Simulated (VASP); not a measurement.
# PbS (Fm-3m) in VASP: settings compared

The runs below take PbS through vibrations by perturbation theory, dielectric tensor, with PBEsol, PBE, LDA.

Everything below comes from runs of VASP 6.6.1. Logs are shortened: lines on timing, memory, paths and dates and some standing lists are left out, and cuts for length are marked.

**1. The cell of the first run**

The structure is cubic, space group Fm-3m (No. 225). The conventional cell has a = 5.931 Å, b = 5.931 Å, c = 5.931 Å, α = 90.00°, β = 90.00°, γ = 90.00°. Within 3.9 Å of Pb (site symmetry m-3m) lie 6 S at 2.97 Å. Within 3.9 Å of S (site symmetry m-3m) lie 6 Pb at 2.97 Å.

**2. Vibrations by perturbation theory, PBEsol**

Contents of INCAR:

```
PREC = Accurate ; ENCUT = 520
EDIFF = 1E-8 ; ISMEAR = -1
SIGMA = 0.05 ; LREAL = F
LASPH = T ; NELM = 100
ALGO = Normal ; ISIF = 2
LWAVE = F ; LCHARG = F
GGA = PS ; NBANDS = 17
IBRION = 8 ; NSW = 1
```

Contents of KPOINTS:

```
Automatic mesh
0
Gamma
  6 6 6
```

Contents of POSCAR:

```
PbS
1.0
    0.0000000000      2.9657500000      2.9657500000
    2.9657500000      0.0000000000      2.9657500000
    2.9657500000      2.9657500000      0.0000000000
Pb S
1 1
Direct
    0.0000000000      0.0000000000      0.0000000000
    0.5000000000      0.5000000000      0.5000000000
```

Potentials or basis: VASP PAW PBE potentials, release 64 (Pb_d, S).

Run with:

```
> cat potpaw_PBE.64/Pb_d/POTCAR potpaw_PBE.64/S/POTCAR > POTCAR
> mpirun -np 1 vasp_std > vasp.out
```

OUTCAR:

```text
PREC = Accurate
   ENCUT = 520
   EDIFF = 1E-8
   ISMEAR = -1
   LREAL = F
   LASPH = T
   NELM = 100
   ISIF = 2
   GGA = PS
   IBRION = 8
   NSW = 1

 ion  position               nearest neighbor table
   1  0.000  0.000  0.000-   2 2.97   2 2.97   2 2.97   2 2.97   2 2.97   2 2.97
   2  0.500  0.500  0.500-   1 2.97   1 2.97   1 2.97   1 2.97   1 2.97   1 2.97

  LATTYP: Found a face centered cubic cell.
 ALAT       =     5.9315000000

  Lattice vectors:

 A1 = (   0.0000000000,   2.9657500000,   2.9657500000)
 A2 = (   2.9657500000,   0.0000000000,   2.9657500000)
 A3 = (   2.9657500000,   2.9657500000,   0.0000000000)

Analysis of symmetry for initial positions (statically):
=====================================================================
 Subroutine PRICEL returns:
 Original cell was already a primitive cell.

 Routine SETGRP: Setting up the symmetry group for a
 face centered cubic supercell.

 Subroutine GETGRP returns: Found 48 space group operations
 (whereof 48 operations were pure point group operations)
 out of a pool of 48 trial point group operations.

The static configuration has the point symmetry O_h .

Analysis of symmetry for dynamics (positions and initial velocities):
=====================================================================
 Subroutine PRICEL returns:
 Original cell was already a primitive cell.

 Routine SETGRP: Setting up the symmetry group for a
 face centered cubic supercell.

 Subroutine GETGRP returns: Found 48 space group operations
 (whereof 48 operations were pure point group operations)
 out of a pool of 48 trial point group operations.

The dynamic configuration has the point symmetry O_h .

 Subroutine INISYM returns: Found 48 space group operations
 (whereof 48 operations are pure point group operations),
 and found     1 'primitive' translations

----------------------------------------------------------------------------------------

                                     Primitive cell

  volume of cell :      52.1715

[... 464 lines left out ...]

 VOLUME and BASIS-vectors are now :
 -----------------------------------------------------------------------------
  energy-cutoff  :      520.00
  volume of cell :       52.17
      direct lattice vectors                 reciprocal lattice vectors
     0.000000000  2.965750000  2.965750000    -0.168591419  0.168591419  0.168591419
     2.965750000  0.000000000  2.965750000     0.168591419 -0.168591419  0.168591419
     2.965750000  2.965750000  0.000000000     0.168591419  0.168591419 -0.168591419

 POSITION                                       TOTAL-FORCE (eV/Angst)
 -----------------------------------------------------------------------------------
      0.00000      0.00000      0.00000        -0.000000     -0.000000      0.000000
      2.96575      2.96575      2.96575         0.000000      0.000000     -0.000000
 -----------------------------------------------------------------------------------
    total drift:                                0.000000     -0.000000     -0.000000

  FREE ENERGIE OF THE ION-ELECTRON SYSTEM (eV)
  ---------------------------------------------------
  free  energy   TOTEN  =        -9.4577837315 eV

  energy  without entropy=       -9.4568334325  energy(sigma->0) =       -9.45730858

[... ionic steps 2 to 3 ...]

--------------------------------------- Ionic step        4  -------------------------------------------

------------------------ aborting loop because EDIFF is reached ----------------------------------------

[... ionic steps 5 to 6 ...]

--------------------------------------- Ionic step        7  -------------------------------------------

 Free energy of the ion-electron system (eV)
  ---------------------------------------------------
  ---------------------------------------------------
  free energy    TOTEN  =        -0.10753073 eV

  energy without entropy =       -0.10753073

------------------------ aborting loop because EDIFF is reached ----------------------------------------

 INTERNAL STRAIN TENSOR  FOR ION    2  DIRECTION 1   (eV/Angst):
 -----------------------------------------------------------------------------
    -0.00666 -0.00000  0.00000
     0.00000  0.00903  0.00000
     0.00000  0.00000  0.00903

 INTERNAL STRAIN TENSOR FOR ION    2 for displacements in x,y,z  (eV/Angst):
          X           Y           Z          XY          YZ          ZX
  --------------------------------------------------------------------------------
  x     0.00000     0.00000     0.00000     0.00000     0.00000     0.00000
  y     0.00000     0.00000     0.00000     0.00000     0.00000     0.00000
  z     0.00000     0.00000     0.00000     0.00000     0.00000     0.00000

 SECOND DERIVATIVES (NOT SYMMETRIZED)
 ------------------------------------
               1X          1Y          1Z          2X          2Y          2Z
  1X    -0.032396    0.000000    0.000000    0.032396    0.000000    0.000000
  1Y     0.000000   -0.032396    0.000000    0.000000    0.032396    0.000000
  1Z     0.000000    0.000000   -0.032396    0.000000    0.000000    0.032396
  2X     0.037315    0.000000    0.000000   -0.037315    0.000000    0.000000
  2Y     0.000000    0.037315    0.000000    0.000000   -0.037315    0.000000
  2Z     0.000000    0.000000    0.037315    0.000000    0.000000   -0.037315

 Eigenvectors and eigenvalues of the dynamical matrix
 ----------------------------------------------------

   1 f  =    0.568145 THz     3.569761 2PiTHz   18.951279 cm-1     2.349658 meV
             X         Y         Z           dx          dy          dz
      0.000000  0.000000  0.000000     0.062698    0.338984   -0.000000
      2.965750  2.965750  2.965750    -0.170726   -0.923044   -0.000000
[... 21 lines left out ...]
   6 f/i=    0.012980 THz     0.081558 2PiTHz    0.432979 cm-1     0.053683 meV
             X         Y         Z           dx          dy          dz
      0.000000  0.000000  0.000000     0.766732   -0.362173    0.402631
      2.965750  2.965750  2.965750     0.281579   -0.133007    0.147865

--------------------------------------------------------------------------------------------------------

 ELASTIC MODULI CONTR FROM IONIC RELAXATION (kBar)
 Direction    XX          YY          ZZ          XY          YZ          ZX
 --------------------------------------------------------------------------------
 XX           0.0000      0.0000      0.0000      0.0000      0.0000      0.0000
 YY           0.0000      0.0000      0.0000      0.0000      0.0000      0.0000
 ZZ           0.0000      0.0000      0.0000      0.0000      0.0000      0.0000
 XY           0.0000      0.0000      0.0000      0.0000      0.0000      0.0000
 YZ           0.0000      0.0000      0.0000      0.0000      0.0000      0.0000
 ZX           0.0000      0.0000      0.0000      0.0000      0.0000      0.0000
 --------------------------------------------------------------------------------
```

OSZICAR:

```text
N       E                     dE             d eps       ncg     rms          rms(c)
DAV:   1     0.156998581289E+03    0.15700E+03   -0.97958E+03   544   0.122E+03
DAV:   2     0.165181762305E+01   -0.15535E+03   -0.15033E+03   612   0.314E+02
[... 45 lines left out ...]
RMM:  10    -0.107530806825E+00   -0.62101E-07   -0.57085E-08  2044   0.450E-04    0.314E-05
RMM:  11    -0.107530768014E+00    0.38811E-07    0.13492E-08  2048   0.336E-04    0.262E-06
RMM:  12    -0.107530719711E+00    0.48304E-07    0.10083E-07  2096   0.291E-04    0.269E-06
RMM:  13    -0.107530732089E+00   -0.12379E-07    0.45745E-08  1855   0.275E-04    0.140E-06
RMM:  14    -0.107530731510E+00    0.57996E-09   -0.25070E-07  1659   0.269E-04    0.578E-07
RMM:  15    -0.107530729569E+00    0.19403E-08   -0.66749E-07  1552   0.263E-04    0.172E-06
RMM:  16    -0.107530732221E+00   -0.26515E-08   -0.89332E-08  1434   0.261E-04    0.164E-06
 Linear response finished
```

Wall time 54 s (1 thread of AMD EPYC 9R45 (Zen 5), shared host); peak memory 0.22 GiB.

Results:

- Highest phonon frequency at Γ, LO-TO splitting left out: 19 cm⁻¹

Phonon frequencies in cm⁻¹ (negative: imaginary):
```tsv
q point	frequencies
(0.000, 0.000, 0.000)	0 0 0 19 19 19
```

Caveat: spin-orbit coupling is left out, which moves the levels of the heavy elements.

**3. Dielectric tensor, PBE**

Contents of INCAR:

```
SYSTEM = PbS
PREC = Accurate
ENCUT = 520
EDIFF = 1E-8
ISMEAR = 0
SIGMA = 0.01
LREAL = .False.
LASPH = .True.
NELM = 100
ALGO = Normal
ISIF = 2
LWAVE = .False.
LCHARG = .False.
GGA = PE
LEPSILON = .True.
```

Contents of KPOINTS:

```
regular mesh
0
Gamma
  8 8 8
  0 0 0
```

POSCAR is that of step 2.

Potentials or basis: VASP PAW PBE potentials, release 64 (Pb_d, S).

Run with:

```
> cat potpaw_PBE.64/Pb_d/POTCAR potpaw_PBE.64/S/POTCAR > POTCAR
> mpirun -np 1 vasp_std > vasp.out
```

OUTCAR:

```text
SYSTEM = PbS
   PREC = Accurate
   ENCUT = 520
   EDIFF = 1E-8
   ISMEAR = 0
   LREAL = .False.
   LASPH = .True.
   NELM = 100
   ISIF = 2
   GGA = PE
   LEPSILON = .True.

 ion  position               nearest neighbor table
   1  0.000  0.000  0.000-   2 2.97   2 2.97   2 2.97   2 2.97   2 2.97   2 2.97
   2  0.500  0.500  0.500-   1 2.97   1 2.97   1 2.97   1 2.97   1 2.97   1 2.97

  LATTYP: Found a face centered cubic cell.
 ALAT       =     5.9315000000

  Lattice vectors:

 A1 = (   0.0000000000,   2.9657500000,   2.9657500000)
 A2 = (   2.9657500000,   0.0000000000,   2.9657500000)
[... 655 lines left out ...]
 -----------------------------------------------------------------------------
     0.00074  0.00000  0.00000
     0.00000  0.00074  0.00000
     0.00000 -0.00000  0.00002

 MACROSCOPIC STATIC DIELECTRIC TENSOR (including local field effects in DFT)
 ------------------------------------------------------
          22.566599     0.000000    -0.000000
           0.000000    22.566599     0.000000
           0.000000     0.000000    22.566599
 ------------------------------------------------------

 PIEZOELECTRIC TENSOR (including local field effects)  for field in x, y, z        (e  Angst)
          XX          YY          ZZ          XY          YZ          ZX
  --------------------------------------------------------------------------------
  x     0.00000     0.00000     0.00000     0.00000     0.00000     0.00000
  y     0.00000     0.00000     0.00000     0.00000     0.00000     0.00000
  z     0.00000     0.00000     0.00000     0.00000     0.00000     0.00000

 PIEZOELECTRIC TENSOR (including local field effects)  for field in x, y, z        (C/m^2)
          XX          YY          ZZ          XY          YZ          ZX
  --------------------------------------------------------------------------------
  x     0.00000     0.00000     0.00000     0.00000     0.00000     0.00000
  y     0.00000     0.00000     0.00000     0.00000     0.00000     0.00000
  z     0.00000     0.00000     0.00000     0.00000     0.00000     0.00000

 BORN EFFECTIVE CHARGES (including local field effects) (in |e|, cummulative output)
 ---------------------------------------------------------------------------------
 ion    1
    1     3.91835     0.00000     0.00000
    2     0.00000     3.91835     0.00000
    3     0.00000     0.00000     3.91835
 ion    2
    1    -3.91835     0.00000     0.00000
    2     0.00000    -3.91835     0.00000
    3     0.00000     0.00000    -3.91835
```

OSZICAR:

```text
N       E                     dE             d eps       ncg     rms          rms(c)
DAV:   1     0.158382177630E+03    0.15838E+03   -0.98223E+03   812   0.151E+03
DAV:   2     0.386186112801E+01   -0.15452E+03   -0.15096E+03   860   0.357E+02
DAV:   3    -0.890628418677E+01   -0.12768E+02   -0.12695E+02  1082   0.107E+02
[... 12 lines left out ...]
RMM:   9    -0.328199611733E+01   -0.68055E-04    0.18795E-05  2864   0.154E-02    0.570E-04
RMM:  10    -0.328204090606E+01   -0.44789E-04   -0.59410E-07  3069   0.625E-03    0.369E-04
RMM:  11    -0.328202354044E+01    0.17366E-04   -0.10402E-05  2991   0.208E-03    0.667E-05
RMM:  12    -0.328202076979E+01    0.27706E-05    0.40936E-06  2796   0.852E-04    0.556E-05
RMM:  13    -0.328202021721E+01    0.55258E-06    0.13681E-06  2190   0.391E-04    0.255E-05
RMM:  14    -0.328202043992E+01   -0.22271E-06   -0.34121E-08  1817   0.208E-04    0.602E-06
```

Run time: 3 min. Hardware: 1 thread of AMD EPYC 9R45 (Zen 5), shared host; peak memory 0.25 GiB.

What came out:

* Band gap on the k mesh: 0.36 eV
* Electronic dielectric tensor (diagonal): 22.57
* Born charges (mean of the diagonal): Pb +3.92; S -3.92 e

Electronic dielectric tensor:
```
22.57  0.00  0.00
 0.00 22.57  0.00
 0.00  0.00 22.57
```

Born effective charge tensors (e):
atom 1, Pb
```
3.92 0.00 0.00
0.00 3.92 0.00
0.00 0.00 3.92
```
atom 2, S
```
-3.92  0.00  0.00
 0.00 -3.92  0.00
 0.00  0.00 -3.92
```

Caveat: the gap is small at this level, which inflates the dielectric constant; spin-orbit coupling is left out, which moves the levels of the heavy elements. A k mesh can miss the band edges.

(Continued in part 2 of 2.)
